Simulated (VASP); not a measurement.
Write the native input for VASP 6.6.1 that does the following.

```
Task                   : single point
Functional             : PBE
Potentials or basis    : VASP PAW PBE potentials, release 64 (Ag)
Cutoff                 : 520 eV
k mesh                 : 16 × 16 × 15
Occupations            : fermi-dirac, width 0.05 eV
Spin                   : no spin polarisation
Dipole correction      : no
Further INCAR settings : ALGO = Normal; EDIFF = 1e-06; NBANDS = 12
```

The structure of Ag lies in POSCAR:

```
Ag
1.0
    2.7242952124      0.0000000000      0.0000000000
   -1.3621476062      2.3593088613      0.0000000000
    0.0000000000      0.0000000000      2.6412557432
Ag
1
Direct
    0.0000000000      0.0000000000      0.0000000000
```

The input as run:

INCAR

```
ALGO = Normal
EDIFF = 1E-6
ENCUT = 520
GGA = PE
ISIF = 2
ISMEAR = -1
LASPH = T
LCHARG = T
LELF = T
LREAL = F
LVHAR = T
LWAVE = F
NBANDS = 12
NELM = 60
PREC = Accurate
SIGMA = 0.05
```

KPOINTS

```
k-points
0
Gamma
  16 16 15
```

Potentials or basis: VASP PAW PBE potentials, release 64 (Ag).

Command:

```sh
$ cat potpaw_PBE.64/Ag/POTCAR > POTCAR
$ mpirun -np 1 vasp_std > vasp.out
```

It gave:

The pressure is 14.7 GPa.

Wall time 16 s on 1 thread of Intel(R) Xeon(R) 6975P-C (Granite Rapids), with other jobs on the host, peak memory 0.16 GiB.
